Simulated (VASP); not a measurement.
Wanted: the native input for a VASP 6.6.1 run.

```yaml
Task: relaxation of cell and atoms
Functional: PBE
Potentials_or_basis: VASP PAW PBE potentials, release 64 (In_d, H)
Cutoff: 500 eV
k_mesh: 12 × 12 × 4
Occupations: gaussian, width 0.1 eV
Spin: no spin polarisation
Dipole_correction: no
Further_INCAR_settings: ALGO = Normal; EDIFF = 1e-07; IBRION = 2; EDIFFG = -0.025; NSW = 90; ISIF = 3
```

The structure of InH lies in POSCAR:

```
InH
1.0
    3.3155799569      0.0000000000      0.0000000000
   -1.6577899784      2.8713764709      0.0000000000
    0.0000000000      0.0000000000     13.7481948907
In H
4 4
Direct
    0.0000000000      1.0000000000      0.0000000000
    0.3333333333      0.6666666667      0.2500000000
    0.0000000000      1.0000000000      0.5000000000
    0.6666666667      0.3333333333      0.7500000000
    0.0000000000      0.0000000000      0.8566999957
    0.0000000000      0.0000000000      0.1433000043
    0.0000000000      0.0000000000      0.3566999957
    0.0000000000      0.0000000000      0.6433000043
```

These files were run (other wordings do the same):

INCAR

```
SYSTEM = InH
PREC     = Accurate       ! precision mode
ENCUT    = 500            ! plane-wave cutoff, eV
EDIFF    = 1E-7           ! SCF threshold, eV
ISMEAR   = 0              ! smearing method
SIGMA    = 0.1            ! smearing width, eV
LREAL    = .False.        ! projectors in reciprocal space
LASPH    = .True.         ! aspherical terms in the spheres
NELM     = 120            ! most SCF steps
ALGO     = Normal         ! electronic algorithm
ISIF     = 3              ! what is computed and relaxed
LWAVE    = .False.        ! write WAVECAR
LCHARG   = .False.        ! write CHGCAR
GGA      = PE             ! functional
IBRION   = 2              ! ionic algorithm
NSW      = 90             ! ionic steps
EDIFFG   = -0.025         ! ionic threshold
GGA_COMPAT= .False.      
NELMIN   = 4
```

KPOINTS

```
regular mesh
0
Gamma
  12 12 4
  0 0 0
```

Potentials or basis: VASP PAW PBE potentials, release 64 (In_d, H).

Launch:

```console
$ cat potpaw_PBE.64/In_d/POTCAR potpaw_PBE.64/H/POTCAR > POTCAR
$ mpirun -np 1 vasp_std > vasp.out
```

Results of the run:

| Quantity | Value |
| --- | --- |
| Relaxed volume | 16.29 Å³/atom |
| Relaxed cell | a = 3.290 Å, b = 3.290 Å, c = 13.902 Å, α = 90.00°, β = 90.00°, γ = 120.00° |
| Space group after relaxing (to 0.1 Å) | P6_3/mmc (No. 194) |
| Energy gained by relaxing | 0.9 meV/atom |
| Ionic steps | 9 |
| Pressure after relaxing | 0.2 GPa |
| Largest force after relaxing | 0.023 eV/Å |
| Band gap on the k mesh | zero (bands 28 and 29 overlap by 3.74 eV) |

Caveat: spin-orbit coupling is left out, which moves the levels of the heavy elements.

Wall time 20 min on 1 thread of Intel(R) Xeon(R) Platinum 8375C CPU @ 2.90GHz (Ice Lake), on a shared host, peak memory 0.35 GiB.
